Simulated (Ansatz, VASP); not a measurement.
## Al2BH: VASP beside Ansatz

```
Al B H
1.0
     4.02434    0.00000    0.00000
    -2.01217    3.48518    0.00000
     0.00000    0.00000    3.02903
Al B H
2 1 1
Direct
  0.33333 0.66667 0.78770
  0.66667 0.33333 0.21230
  0.00000 0.00000 0.00000
  0.00000 0.00000 0.50000
```

Alike in both runs: functional PBE; k mesh 6 × 6 × 6; occupations gaussian, width 0.1 eV; no spin polarisation.

Ansatz relaxed the structure, and its values are those at the end. VASP's run is a single point on that final structure, the one shown.

|  | VASP | Ansatz |
| --- | --- | --- |
| version | VASP 6.6.1 | Ansatz 0.2.0 |
| potentials or method | VASP PAW PBE potentials, release 64 (Al, B, H), cutoff 520 eV | scalar-relativistic, plane waves, PAW |
| valence electrons in the cell | 10 | 10 |

VASP gave:

```
gap on the k mesh at the Fermi level (eV) : none
pressure (GPa)                            : 0.1
rms of the force components (eV/Å)        : 0.009
```

Problem. Estimate Ansatz's values.

Solution. gap on the k mesh at the Fermi level (eV): none; pressure (GPa): 0.2; rms of the force components (eV/Å): 0.008.

A gap of «none» marks a metal or a gap that the smearing closes. With one functional, cell and mesh, what is left measures potentials, basis and numerics.
